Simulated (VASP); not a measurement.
A run of VASP 6.6.1:

The input INCAR:

```
SYSTEM = CO2
  ALGO = Normal
  EDIFF = 1E-7
  ENCUT = 520
  GGA = PE
  ISIF = 2
  ISMEAR = 0
  LASPH = .True.
  LCHARG = .False.
  LREAL = .False.
  LWAVE = .False.
  NBANDS = 25
  NELM = 100
  PREC = Accurate
  SIGMA = 0.02
```

KPOINTS

```
k-points
0
Gamma
  8 8 8
  0 0 0
```

File POSCAR:

```
CO2
1.0
   -1.8694932409      1.8694932409      2.9600953242
    1.8694932409     -1.8694932409      2.9600953242
    1.8694932409      1.8694932409     -2.9600953242
C O
2 4
Direct
    0.0000000000      0.0000000000      0.0000000000
    0.7500000000      0.2500000000      0.5000000000
    0.3750000000      0.3108416169      0.4358416169
    0.6891583831      0.1250000000      0.0641583831
    0.8750000000      0.9391583831      0.5641583831
    0.0608416169      0.6250000000      0.9358416169
```

Potentials or basis: VASP PAW PBE potentials, release 64 (C, O).

Command:

```console
$ cat potpaw_PBE.64/C/POTCAR potpaw_PBE.64/O/POTCAR > POTCAR
$ mpirun -np 1 vasp_std > vasp.out
```

Hardware: 1 thread of Intel(R) Xeon(R) Platinum 8259CL CPU @ 2.50GHz (Skylake/Cascade Lake), on a shared host.

**Question.** Estimate the wall time of this run.

**Answer.** It took 68 s on 1 thread of Intel(R) Xeon(R) Platinum 8259CL CPU @ 2.50GHz (Skylake/Cascade Lake), with other jobs on the host, peak memory 0.19 GiB. Counts: scf iterations 15, k points 59.
